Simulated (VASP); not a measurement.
## Mg8HO8 (a cell with a defect): single point with PBEsol

The system is Mg8HO8 (a cell with a defect).

```xyz
17
Lattice="-4.2140 0.0000 4.2140 -4.2140 -4.2140 0.0000 0.0000 -4.2140 4.2140" Properties=species:S:1:pos:R:3 pbc="T T T"
Mg   -2.0858   -4.1999    2.0929
Mg   -0.0131   -2.1389    2.0849
Mg   -2.1208   -2.1160    0.0089
Mg    0.0270   -0.0612   -0.1781
Mg   -4.2272   -4.1920    4.2460
Mg   -2.0946   -2.1241    4.2311
Mg   -4.1871   -1.9289    2.1682
Mg   -2.1756   -0.0060    2.1130
O    -4.2129   -4.2288    2.1217
O    -2.1135   -2.0969    2.1201
O    -4.2222   -6.3908    4.2838
O    -2.0992   -4.2269    4.2158
O    -6.3276   -4.2271    4.2039
O    -4.2131   -2.0983    4.2054
O    -6.3133   -6.3229    6.3339
O    -4.2238   -4.1738    6.2809
H    -4.5221   -3.5659    1.4589
```

| Quantity | Value |
| --- | --- |
| Program | VASP 6.6.1 |
| Task | single point |
| Functional | PBEsol |
| Potentials or basis | VASP PAW PBE potentials, release 64 (Mg, O, H) |
| Cutoff | 520 eV |
| k mesh | 2 × 2 × 2 |
| Occupations | gaussian, width 0.02 eV |
| Spin | no spin polarisation |

| Property | Result |
| --- | --- |
| Largest force | 0.254 eV/Å |

Forces on the atoms (eV/Å):
```
Mg   0.031  0.004 -0.004
Mg   0.006 -0.013 -0.003
Mg   0.023  0.005 -0.005
Mg   0.036  0.002 -0.014
Mg   0.006  0.003  0.013
Mg   0.005  0.002 -0.002
Mg   0.036  0.014 -0.002
Mg  -0.039 -0.013  0.013
O    0.055 -0.083  0.083
O    0.013  0.001 -0.003
O    0.006  0.017 -0.017
O    0.015  0.003  0.009
O    0.013  0.003 -0.001
O    0.013 -0.004  0.004
O    0.015 -0.009 -0.003
O    0.004  0.007 -0.007
H   -0.237  0.063 -0.063
```

Levels at points of the mesh, in eV from the Fermi level:
```tsv
k point	band 29	band 30	band 31	band 32	band 33	band 34	band 35	band 36
(0.00, 0.00, 0.00)	-0.53	-0.22	-0.18	-0.16	3.98	6.27	7.49	7.59
(0.50, 0.00, 0.00)	-0.52	-0.49	-0.44	-0.43	5.58	6.85	8.21	9.13
(0.00, 0.00, 0.50)	-0.56	-0.49	-0.45	-0.40	6.30	6.79	8.06	9.18
(0.50, 0.50, 0.50)	-0.54	-0.47	-0.46	-0.41	6.01	6.81	8.18	9.05
(0.50, 0.50, 0.00)	-0.67	-0.65	-0.61	-0.52	6.38	7.77	8.51	8.86
(0.00, 0.50, 0.50)	-0.75	-0.72	-0.69	-0.59	6.77	7.66	8.45	9.00
```

Run time: 55 s on 1 thread of Intel(R) Xeon(R) 6975P-C (Granite Rapids) (shared host), peak memory 0.33 GiB.

Caveat: the k points lie up to 0.65 Å⁻¹ apart; the cell carries a net charge on a neutralising background, which shifts energy and pressure; the cell is charged against a uniform background, so pressure and absolute levels hang on convention; the PAW data sets were made with another functional, which shifts forces and pressure a little.
